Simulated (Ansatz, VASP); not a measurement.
## NiO in VASP and in Ansatz

```
Ni O
1.0
     0.00000    2.09430    2.09430
     2.09430    0.00000    2.09430
     2.09430    2.09430    0.00000
Ni O
1 1
Direct
  0.00000 0.00000 0.00000
  0.50000 0.50000 0.50000
```

Alike in both runs: functional r2SCAN; k mesh 12 × 12 × 12; occupations gaussian, width 0.02 eV; collinear spin.

Ansatz relaxed the structure, and its values are those at the end. VASP's run is a single point on that final structure, the one shown.

|  | VASP | Ansatz |
| --- | --- | --- |
| version | VASP 6.6.1 | Ansatz 0.2.0 |
| potentials or method | VASP PAW PBE potentials, release 64 (Ni_sv_GW, O), cutoff 660 eV | scalar-relativistic, plane waves, PAW |
| valence electrons in the cell | 24 | 24 |

VASP gave:

- gap on the k mesh at the Fermi level (eV): 0.85
- least direct gap on the mesh (eV): 1.86
- pressure (GPa): -1.8
- net moment per atom (μB): 1.00
- size of the moment on the site where the two differ most (μB): 1.70

Q: What did Ansatz give for the same quantities?

A: gap on the k mesh at the Fermi level (eV): 0.82; least direct gap on the mesh (eV): 1.83; pressure (GPa): 0.0; net moment per atom (μB): 1.00; size of the moment on the site where the two differ most (μB): 1.67.

VASP's potentials were made for PBE, not for r2SCAN. Site moments also hang on the region over which each program counts them.
